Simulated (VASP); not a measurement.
# Y2CF2 (P-3m1) in VASP: notebook, part 2 of 2

VASP 6.6.1.

## (3) Single point, PBE

This run uses another cell than the first one, of 14.70 Å³/atom, 1.020 times its volume.

INCAR

```
  PREC = Accurate
  ENCUT = 520
  EDIFF = 1E-6
  ISMEAR = -1
  SIGMA = 0.02
  LREAL = False
  LASPH = True
  NELM = 60
  ALGO = Normal
  ISIF = 2
  LWAVE = False
  LCHARG = False
  GGA = PE
  NBANDS = 28
```

KPOINTS

```
Automatic mesh
0
Gamma
  12 12 4
```

POSCAR

```
Y2CF2
1.0
    3.6642918298      0.0000000000      0.0000000000
   -1.8321459149      3.1733698115      0.0000000000
    0.0000000000      0.0000000000      6.3208771579
Y C F
2 1 2
Direct
    0.3333333333      0.6666666667      0.2141676581
    0.6666666667      0.3333333333      0.7858323419
    0.0000000000      0.0000000000      0.0000000000
    0.3333333333      0.6666666667      0.6126078578
    0.6666666667      0.3333333333      0.3873921422
```

Potentials or basis: VASP PAW PBE potentials, release 64 (Y_sv, C, F).

Run with:

```console
cat potpaw_PBE.64/Y_sv/POTCAR potpaw_PBE.64/C/POTCAR potpaw_PBE.64/F/POTCAR > POTCAR
mpirun -np 1 vasp_std > vasp.out
```

OUTCAR:

```text
PREC = Accurate
   ENCUT = 520
   EDIFF = 1E-6
   ISMEAR = -1
   LREAL = False
   LASPH = True
   NELM = 60
   ISIF = 2
   GGA = PE

 ion  position               nearest neighbor table
   1  0.333  0.667  0.214-   5 2.38   5 2.38   5 2.38   3 2.51   3 2.51   3 2.51   4 2.52   2 3.44
                             2 3.44   2 3.44   2 4.19   2 4.19   2 4.19
   2  0.667  0.333  0.786-   4 2.38   4 2.38   4 2.38   3 2.51   3 2.51   3 2.51   5 2.52   1 3.44
                             1 3.44   1 3.44   1 4.19   1 4.19   1 4.19
   3  0.000  0.000  0.000-   1 2.51   2 2.51   2 2.51   1 2.51   2 2.51   1 2.51
   4  0.333  0.667  0.613-   2 2.38   2 2.38   2 2.38   1 2.52
[... 950 lines left out ...]
  Total        0.6003544      0.6003544      1.0475855     -0.0000000      0.0000000      0.0000000
  in kB       13.0867010     13.0867010     22.8355766     -0.0000000      0.0000000      0.0000000
  external PRESSURE =      16.3363262 kB  Pullay stress =       0.0000000 kB

 VOLUME and BASIS-vectors are now :
 -----------------------------------------------------------------------------
  energy-cutoff  :      520.00
  volume of cell :       73.50
      direct lattice vectors                 reciprocal lattice vectors
     3.664291830  0.000000000  0.000000000     0.272904028  0.157561214  0.000000000
    -1.832145915  3.173369812  0.000000000     0.000000000  0.315122428  0.000000000
     0.000000000  0.000000000  6.320877158     0.000000000  0.000000000  0.158205891

 POSITION                                       TOTAL-FORCE (eV/Angst)
 -----------------------------------------------------------------------------------
     -0.00000      2.11558      1.35373         0.000000      0.000000     -0.216086
      1.83215      1.05779      4.96715        -0.000000      0.000000      0.216086
      0.00000      0.00000      0.00000        -0.000000      0.000000      0.000000
     -0.00000      2.11558      3.87222        -0.000000      0.000000      0.038451
      1.83215      1.05779      2.44866         0.000000      0.000000     -0.038451
 -----------------------------------------------------------------------------------
    total drift:                                0.000000      0.000000      0.000000

  FREE ENERGIE OF THE ION-ELECTRON SYSTEM (eV)
  ---------------------------------------------------
  free  energy   TOTEN  =       -37.8852607625 eV

  energy  without entropy=      -37.8852607625  energy(sigma->0) =      -37.88526076
```

Run time: 89 s. Hardware: 1 thread of AMD EPYC 9R45 (Zen 5), shared host; peak memory 0.26 GiB.

Results:

- Free energy: -37.8853 eV
- Pressure: 1.6 GPa
- Largest force: 0.216 eV/Å
- Band gap on the k mesh: 1.14 eV, indirect (least direct gap 1.29 eV)

Forces in eV/Å, atoms in the order of the input:
```
Y    0.000  0.000 -0.216
Y    0.000  0.000  0.216
C    0.000  0.000  0.000
F    0.000  0.000  0.038
F    0.000  0.000 -0.038
```

Levels at points of the mesh, in eV from the valence-band top:
```
           k point  band 16  band 17  band 18  band 19  band 20  band 21  band 22  band 23  band 24  band 25
(0.00, 0.00, 0.00)    -5.96    -5.96    -1.27    -0.02    -0.02     2.96     2.96     3.09     4.08     5.03
(0.50, 0.00, 0.00)    -5.66    -5.53    -1.56    -0.40    -0.15     1.14     4.34     4.90     5.24     5.48
(0.00, 0.00, 0.50)    -5.91    -5.49    -1.47     0.00     0.00     3.09     3.09     3.32     4.43     5.00
(0.50, 0.00, 0.50)    -5.64    -5.54    -1.33    -0.50    -0.21     1.61     4.12     5.41     5.47     5.79
```

A k mesh can miss the band edges. PBE gaps usually lie below the measured ones, often by a third to a half.

## (4) Single point, LDA

This run uses another cell than the first one, of 14.70 Å³/atom, 1.020 times its volume.

INCAR

```
PREC     = Accurate       # precision mode
ENCUT    = 520            # plane-wave cutoff, eV
EDIFF    = 1E-6           # SCF threshold, eV
ISMEAR   = 0              # smearing method
SIGMA    = 0.01           # smearing width, eV
LREAL    = False          # projectors in reciprocal space
LASPH    = True           # aspherical terms in the spheres
NELM     = 80             # most SCF steps
ALGO     = Normal         # electronic algorithm
ISIF     = 2              # what is computed and relaxed
LWAVE    = False          # write WAVECAR
LCHARG   = True           # write CHGCAR
GGA      = CA             # functional
LELF     = True           # ELF
LVHAR    = True         
NBANDS   = 28             # bands
```

KPOINTS

```
regular mesh
0
Gamma
  12 12 4
```

POSCAR is that of step 3.

Potentials or basis: VASP PAW LDA potentials, release 64 (Y_sv, C, F).

Run with:

```console
cat potpaw_LDA.64/Y_sv/POTCAR potpaw_LDA.64/C/POTCAR potpaw_LDA.64/F/POTCAR > POTCAR
mpirun -np 1 vasp_std > vasp.out
```

It took 81 s on 1 thread of AMD EPYC 9R45 (Zen 5), shared host; peak memory 0.23 GiB.

It converged, with:

- Free energy: -41.2496 eV
- Pressure: -6.5 GPa
- Largest force: 0.100 eV/Å
- Band gap on the k mesh: 1.04 eV, indirect (least direct gap 1.18 eV)

Forces in eV/Å, atoms in the order of the input:
```
Y    0.000  0.000  0.048
Y    0.000  0.000 -0.048
C    0.000  0.000  0.000
F    0.000  0.000  0.100
F    0.000  0.000 -0.100
```

Stress tensor (GPa, compression positive):
```
-6.68  0.00  0.00
 0.00 -6.68  0.00
 0.00  0.00 -6.19
```

Levels at points of the mesh, in eV from the valence-band top:
```
           k point  band 17  band 18  band 19  band 20  band 21  band 22  band 23  band 24
(0.00, 0.00, 0.00)    -6.00    -1.29    -0.02    -0.02     2.87     2.87     2.88     4.03
(0.50, 0.00, 0.00)    -5.55    -1.56    -0.38    -0.14     1.04     4.16     4.77     5.17
(0.00, 0.00, 0.50)    -5.48    -1.50     0.00     0.00     3.01     3.01     3.26     4.17
(0.50, 0.00, 0.50)    -5.56    -1.33    -0.48    -0.20     1.53     3.92     5.35     5.39
```

## (5) Single point, PBE

This run uses another cell than the first one, of 15.02 Å³/atom, 1.042 times its volume.

INCAR

```
SYSTEM = Y2CF2
PREC = Accurate
ENCUT = 520
EDIFF = 1E-6
ISMEAR = -1
SIGMA = 0.02
LREAL = .False.
LASPH = .True.
NELM = 60
ALGO = Normal
ISIF = 2
LWAVE = .False.
LCHARG = .False.
GGA = PE
NBANDS = 28
```

KPOINTS

```
regular mesh
0
Gamma
  12 12 4
  0 0 0
```

POSCAR

```
Y2CF2
1.0
    3.6582248265      0.0000000000      0.0000000000
   -1.8291124132      3.1681156325      0.0000000000
    0.0000000000      0.0000000000      6.4805338717
Y C F
2 1 2
Direct
    0.3333333333      0.6666666667      0.2095281671
    0.6666666667      0.3333333333      0.7904718329
    0.0000000000      0.0000000000      0.0000000000
    0.3333333333      0.6666666667      0.6184546659
    0.6666666667      0.3333333333      0.3815453341
```

Potentials or basis: VASP PAW PBE potentials, release 64 (Y_sv, C, F).

Run with:

```console
cat potpaw_PBE.64/Y_sv/POTCAR potpaw_PBE.64/C/POTCAR potpaw_PBE.64/F/POTCAR > POTCAR
mpirun -np 1 vasp_std > vasp.out
```

Run time: 87 s. Hardware: 1 thread of AMD EPYC 9R45 (Zen 5), shared host; peak memory 0.26 GiB.

It converged, with:

* Free energy: -37.9038 eV
* Pressure: -0.2 GPa
* Largest force: 0.007 eV/Å
* Band gap on the k mesh: 1.13 eV, indirect (least direct gap 1.29 eV)

Forces on the atoms (eV/Å):
```
Y    0.000  0.000 -0.007
Y    0.000  0.000  0.007
C    0.000  0.000  0.000
F    0.000  0.000 -0.005
F    0.000  0.000  0.005
```

Levels at points of the mesh, in eV from the valence-band top:
```csv
k point,band 16,band 17,band 18,band 19,band 20,band 21,band 22,band 23,band 24,band 25
"(0.00, 0.00, 0.00)",-5.84,-5.84,-1.26,-0.01,-0.01,2.99,2.99,3.10,3.89,5.03
"(0.50, 0.00, 0.00)",-5.47,-5.46,-1.55,-0.42,-0.16,1.13,4.36,4.79,5.30,5.40
"(0.00, 0.00, 0.50)",-5.79,-5.33,-1.47,0.00,0.00,3.09,3.09,3.27,4.20,5.00
"(0.50, 0.00, 0.50)",-5.49,-5.48,-1.38,-0.50,-0.19,1.54,4.17,5.31,5.43,5.67
```

## (6) Single point, r2SCAN

This run uses another cell than the first one, of 14.70 Å³/atom, 1.020 times its volume.

POSCAR

```
Y2CF2
1.0
    3.6642918298      0.0000000000      0.0000000000
   -1.8321459149      3.1733698115      0.0000000000
    0.0000000000      0.0000000000      6.3208771579
Y C F
2 1 2
Direct
    0.3333333333      0.6666666667      0.2141676581
    0.6666666667      0.3333333333      0.7858323419
    0.0000000000      0.0000000000      0.0000000000
    0.3333333333      0.6666666667      0.6126078578
    0.6666666667      0.3333333333      0.3873921422
```

INCAR.step1

```
SYSTEM = Y2CF2
PREC     = Accurate       ! precision mode
ENCUT    = 520            ! plane-wave cutoff, eV
ISMEAR   = -1             ! smearing method
SIGMA    = 0.02           ! smearing width, eV
LREAL    = .FALSE.        ! projectors in reciprocal space
LASPH    = .TRUE.         ! aspherical terms in the spheres
NELM     = 100            ! most SCF steps
NBANDS   = 28             ! bands
GGA      = PE             ! functional
ALGO     = Normal         ! electronic algorithm
EDIFF    = 1E-4           ! SCF threshold, eV
LWAVE    = .TRUE.         ! write WAVECAR
LCHARG   = .FALSE.        ! write CHGCAR
```

INCAR.step2

```
SYSTEM = Y2CF2
PREC     = Accurate       ! precision mode
ENCUT    = 520            ! plane-wave cutoff, eV
EDIFF    = 1E-7           ! SCF threshold, eV
ISMEAR   = -1             ! smearing method
SIGMA    = 0.02           ! smearing width, eV
LREAL    = .FALSE.        ! projectors in reciprocal space
LASPH    = .TRUE.         ! aspherical terms in the spheres
NELM     = 100            ! most SCF steps
ALGO     = Normal         ! electronic algorithm
ISIF     = 2              ! what is computed and relaxed
LWAVE    = .FALSE.        ! write WAVECAR
LCHARG   = .FALSE.        ! write CHGCAR
METAGGA  = R2SCAN         ! meta-GGA
LMIXTAU  = .TRUE.       
NBANDS   = 28             ! bands
ISTART   = 1
```

KPOINTS

```
Automatic mesh
0
G
  12 12 4
  0 0 0
```

Potentials or basis: VASP PAW PBE potentials, release 64 (Y_sv, C, F).

Run with:

```console
cat potpaw_PBE.64/Y_sv/POTCAR potpaw_PBE.64/C/POTCAR potpaw_PBE.64/F/POTCAR > POTCAR
cp INCAR.step1 INCAR
mpirun -np 1 vasp_std > vasp.out
cp INCAR.step2 INCAR
mpirun -np 1 vasp_std > vasp.out
```

Run time: 7 min. Hardware: 1 thread of AMD EPYC 9R45 (Zen 5), shared host; peak memory 0.27 GiB.

Results (log left out):

```yaml
Free_energy: -70.3081 eV
Pressure: 0.0 GPa
Largest_force: 0.014 eV/Å
Band_gap_on_the_k_mesh: 1.44 eV, indirect (least direct gap 1.60 eV)
```

Forces on the atoms (eV/Å):
```
Y    0.000  0.000 -0.014
Y    0.000  0.000  0.014
C    0.000  0.000  0.000
F    0.000  0.000 -0.008
F    0.000  0.000  0.008
```

Levels at points of the mesh, in eV from the valence-band top:
```csv
k point,band 18,band 19,band 20,band 21,band 22,band 23
"(0.00, 0.00, 0.00)",-1.27,-0.02,-0.02,3.33,3.33,3.34
"(0.50, 0.00, 0.00)",-1.54,-0.42,-0.16,1.44,4.62,5.29
"(0.00, 0.00, 0.50)",-1.45,0.00,0.00,3.46,3.46,3.70
"(0.50, 0.00, 0.50)",-1.34,-0.52,-0.21,1.92,4.37,5.85
```

Caveat: the PAW data sets were made with another functional, which shifts forces and pressure a little. r2SCAN opens gaps a little over a GGA but as a rule still falls short of measured ones.

## (7) The runs side by side

```tsv
level	potentials or basis	cell	smearing	gap on the mesh (eV)	pressure (GPa)	largest force (eV/Å)
PBEsol	VASP PAW PBE potentials, release 64 (Y_sv, C, F)	a = 3.626, b = 3.626, c = 6.329 Å, angles 90.0, 90.0, 120.0°, 5 atoms	fermi-dirac 0.02 eV	1.06	-0.2	0.01
PBE	VASP PAW PBE potentials, release 64 (Y_sv, C, F)	a = 3.664, b = 3.664, c = 6.321 Å, angles 90.0, 90.0, 120.0°, 5 atoms	fermi-dirac 0.02 eV	1.14	1.6	0.22
LDA	VASP PAW LDA potentials, release 64 (Y_sv, C, F)	a = 3.664, b = 3.664, c = 6.321 Å, angles 90.0, 90.0, 120.0°, 5 atoms	gaussian 0.01 eV	1.04	-6.5	0.10
PBE	VASP PAW PBE potentials, release 64 (Y_sv, C, F)	a = 3.658, b = 3.658, c = 6.481 Å, angles 90.0, 90.0, 120.0°, 5 atoms	fermi-dirac 0.02 eV	1.13	-0.2	0.01
r2SCAN	VASP PAW PBE potentials, release 64 (Y_sv, C, F)	a = 3.664, b = 3.664, c = 6.321 Å, angles 90.0, 90.0, 120.0°, 5 atoms	fermi-dirac 0.02 eV	1.44	0.0	0.01
```

Alike in all rows: task single point; no spin polarisation; k mesh 12 × 12 × 4; cutoff (eV) 520.

Caveats: the PAW data sets were made with another functional, which shifts forces and pressure a little (some runs).

Absolute energies hang on the potentials; compare differences alone.
